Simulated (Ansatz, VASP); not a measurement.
PbSe: VASP beside Ansatz

File INCAR:

```
SYSTEM = PbSe
PREC = Accurate
ENCUT = 500
EDIFF = 1E-6
ISMEAR = 0
SIGMA = 0.01
LREAL = .FALSE.
LASPH = .TRUE.
NELM = 120
ALGO = Normal
ISIF = 2
LWAVE = .FALSE.
LCHARG = .FALSE.
GGA = PS
IVDW = 13
NBANDS = 17
GGA_COMPAT = .FALSE.
```

Contents of KPOINTS:

```
regular mesh
0
G
  6 6 6
  0 0 0
```

POSCAR

```
PbSe
1.0
    0.0000000000      3.0696893639      3.0696893639
    3.0696893639      0.0000000000      3.0696893639
    3.0696893639      3.0696893639      0.0000000000
Pb Se
1 1
Direct
    0.0000000000      0.0000000000      0.0000000000
    0.5000000000      0.5000000000      0.5000000000
```

Input for Ansatz:

```yaml
crystal:
  lattice:
    - [0.0, 3.0696893639, 3.0696893639]
    - [3.0696893639, 0.0, 3.0696893639]
    - [3.0696893639, 3.0696893639, 0.0]
  atoms:
    - { symbol: Pb, position: [0.0, 0.0, 0.0] }
    - { symbol: Se, position: [0.5, 0.5, 0.5] }
kpoints:
  mp_grid: { grid: [6, 6, 6] }
hamiltonian:
  xc: pbesol
  dispersion: d4
scf:
  occupations: { method: fixed }
  n_extra_bands: 4
output:
  forces: true
  stress: true
  eigenvalues: true
```

Alike in both runs: task single point; functional PBEsol; dispersion D4; k mesh 6 × 6 × 6; no spin polarisation.

```csv
,VASP,Ansatz
version,VASP 6.6.1,Ansatz 0.2.0
potentials or method,"VASP PAW PBE potentials, release 64 (Pb_d, Se)",plane waves
plane-wave cutoff (eV),500,420
occupations,"gaussian, width 0.01 eV",fixed
valence electrons in the cell,20,30
```

|  | VASP | Ansatz | Ansatz less VASP |
| --- | --- | --- | --- |
| gap on the k mesh at the Fermi level (eV) | 0.23 | 0.23 | -0.003 |
| pressure (GPa) | -2.2 | -2.2 | +0.01 |

VASP's potentials were made for PBE, not for PBEsol. VASP's potentials hold 20 valence electrons a cell and Ansatz's 30, so a difference there can come from the potentials and not from the codes.

Neither program's run includes spin-orbit coupling.
